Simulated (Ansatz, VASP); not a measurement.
One calculation of TaN, two programs

File INCAR:

```
SYSTEM = TaN
  ALGO = Normal
  EDIFF = 1E-7
  EDIFFG = -0.01
  ENCUT = 600
  GGA = PE
  IBRION = 2
  ISIF = 3
  ISMEAR = -1
  LASPH = .True.
  LCHARG = .False.
  LREAL = .False.
  LWAVE = .False.
  NELM = 100
  NSW = 80
  PREC = Accurate
  SIGMA = 0.1
```

File KPOINTS:

```
k-points
0
Gamma
  7 7 11
  0 0 0
```

POSCAR

```
TaN
1.0
    5.1960000000      0.0000000000      0.0000000000
   -2.5980000000      4.4998680000      0.0000000000
    0.0000000000      0.0000000000      2.9110000000
Ta N
3 3
Direct
    0.3333333300      0.6666666700      0.5000000000
    0.6666666700      0.3333333300      0.5000000000
    0.0000000000      0.0000000000      0.0000000000
    0.3928500000      0.0000000000      0.0000000000
    0.6071500000      0.6071500000      0.0000000000
    0.0000000000      0.3928500000      0.0000000000
```

Input for Ansatz:

```yaml
crystal:
  lattice:
    - [5.196, 0.0, 0.0]
    - [-2.598, 4.499868, 0.0]
    - [0.0, 0.0, 2.911]
  atoms:
    - { symbol: Ta, position: [0.33333333, 0.66666667, 0.5] }
    - { symbol: Ta, position: [0.66666667, 0.33333333, 0.5] }
    - { symbol: Ta, position: [0.0, 0.0, 0.0] }
    - { symbol: "N", position: [0.39285, 0.0, 0.0] }
    - { symbol: "N", position: [0.60715, 0.60715, 0.0] }
    - { symbol: "N", position: [0.0, 0.39285, 0.0] }
  symmetry: { tolerance: 0.0003 }
hamiltonian:
  xc: pbe
  pseudopotentials: { kind: paw, azcp: { folder: soft_1 } }
basis:
  ecutwfc: 420
magnetization:
  spin_polarized: false
scf:
  occupations: { method: fermi_dirac, width: 0.1 }
kpoints:
  mp_grid: { grid: [7, 7, 11], shift: [0, 0, 0] }
output:
  forces: true
  stress: true
  eigenvalues: true
relax:
  max_steps: 60
  cell: {}
```

Alike in both runs: task relaxation of cell and atoms; functional PBE; k mesh 7 × 7 × 11; occupations fermi-dirac, width 0.1 eV; no spin polarisation.

```csv
,VASP,Ansatz
version,VASP 6.6.1,Ansatz 0.2.0
potentials or method,"VASP PAW PBE potentials, release 64 (Ta_pv, N), cutoff 600 eV",PAW plane waves
valence electrons in the cell,48,54
```

|  | VASP | Ansatz | Ansatz less VASP |
| --- | --- | --- | --- |
| gap on the k mesh at the Fermi level, each at its own relaxed structure (eV) | none | none | - |
| relaxed volume (Å³/atom) | 11.55 | 11.52 | -0.031 |
| relaxed cell length with the largest relative difference (Å) | 5.233 | 5.227 | -0.0055 |

A gap of «none» marks a metal or a gap that the smearing closes. VASP's potentials hold 48 valence electrons a cell and Ansatz's 54, so a difference there can come from the potentials and not from the codes.

Neither program's run includes spin-orbit coupling.
